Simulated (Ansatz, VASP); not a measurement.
# H in VASP and in Ansatz

```
H
1.0
     2.70219   -2.64391    0.00000
     2.70219    2.64391    0.00000
     0.00000    0.00000    4.26607
H
4
Direct
  0.95330 0.04670 0.06851
  0.45330 0.54670 0.43149
  0.54670 0.45330 0.56851
  0.04670 0.95330 0.93149
```

Change from the starting cell: strain +0.030 along x and y, +0.030 along z, atoms carried along.

Alike in both runs: task single point; functional PBEsol; k mesh 6 × 6 × 6; occupations gaussian, width 0.05 eV; no spin polarisation.

|  | VASP | Ansatz |
| --- | --- | --- |
| version | VASP 6.6.1 | Ansatz 0.2.0 |
| potentials or method | VASP PAW PBE potentials, release 64 (H), cutoff 520 eV | scalar-relativistic, plane waves, PAW |
| valence electrons in the cell | 4 | 4 |

```csv
,VASP,Ansatz,Ansatz less VASP
gap on the k mesh at the Fermi level (eV),9.06,9.06,+0.003
least direct gap on the mesh (eV),9.60,9.61,+0.003
pressure (GPa),-0.4,-0.3,+0.13
"traceless stress, the component that is largest in VASP (GPa)",0.28,0.28,-0.001
rms of the force components (eV/Å),0.110,0.112,+0.0026
```

VASP's potentials were made for PBE, not for PBEsol. Atom by atom the forces differ by 0.003 eV/Å (rms over components). The functional is the same, so the differences come from potentials, cutoffs and numerics.
